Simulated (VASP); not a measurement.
Write the native input for VASP 6.6.1 that does the following.

```yaml
Task: single point
Functional: PBE
Potentials_or_basis: VASP PAW PBE potentials, release 64 (Be, C, O)
Cutoff: 520 eV
k_mesh: 6 × 6 × 1
Occupations: gaussian, width 0.1 eV
Spin: no spin polarisation
Dipole_correction: yes
Further_INCAR_settings: LREAL = Auto; ALGO = Normal; EDIFF = 1e-06; NBANDS = 36
```

The structure of Be16CO lies in POSCAR:

```
Be16CO
1.0
    4.5254381410      0.0000000000      0.0000000000
   -2.2627190705      3.9191443934      0.0000000000
    0.0000000000      0.0000000000     23.4761687145
Be C O
16 1 1
Direct
    0.3333333333      0.1666666667      0.1703855535
    0.3333333333      0.6666666667      0.1703855535
    0.8333333333      0.1666666667      0.1703855535
    0.8333333333      0.6666666667      0.1703855535
    0.1666666667      0.3333333333      0.2463521558
    0.1666666667      0.8333333333      0.2463521558
    0.6666666667      0.3333333333      0.2463521558
    0.6666666667      0.8333333333      0.2463521558
    0.3333333333      0.1666666667      0.3241941575
    0.3333333333      0.6666666667      0.3241941575
    0.8333333333      0.1666666667      0.3241941575
    0.8333333333      0.6666666667      0.3241941575
    0.1666666667      0.3333333333      0.4036505628
    0.1666666667      0.8333333333      0.4036505628
    0.6666666667      0.3333333333      0.4036505628
    0.6666666667      0.8333333333      0.4036505628
    0.1666666667      0.3333333333      0.4641374343
    0.3146581520      0.1853418480      0.4641374343
```

These files were run (other wordings do the same):

INCAR

```
SYSTEM = Be16CO
ALGO = Normal ; DIPOL = 0.5 0.5 0.306
EDIFF = 1E-6 ; ENCUT = 520
GGA = PE ; IDIPOL = 3
ISIF = 2 ; ISMEAR = 0
LASPH = .True. ; LCHARG = .False.
LDIPOL = .True. ; LREAL = Auto
LWAVE = .False. ; NBANDS = 36
NELM = 60 ; PREC = Accurate
SIGMA = 0.1
```

KPOINTS

```
k-points
0
Gamma
  6 6 1
  0 0 0
```

Potentials or basis: VASP PAW PBE potentials, release 64 (Be, C, O).

The run is started by

```console
$ cat potpaw_PBE.64/Be/POTCAR potpaw_PBE.64/C/POTCAR potpaw_PBE.64/O/POTCAR > POTCAR
$ mpirun -np 1 vasp_std > vasp.out
```

Results of the run:

```yaml
Largest_force: 12.414 eV/Å
Band_gap_on_the_k_mesh: zero (band 21 reaches -0.80 eV, above the bottom of band 22 at -1.26 eV)
```

Wall time 7.3 min on 1 thread of Intel(R) Xeon(R) Platinum 8488C (Sapphire Rapids), on a shared host, peak memory 0.55 GiB.
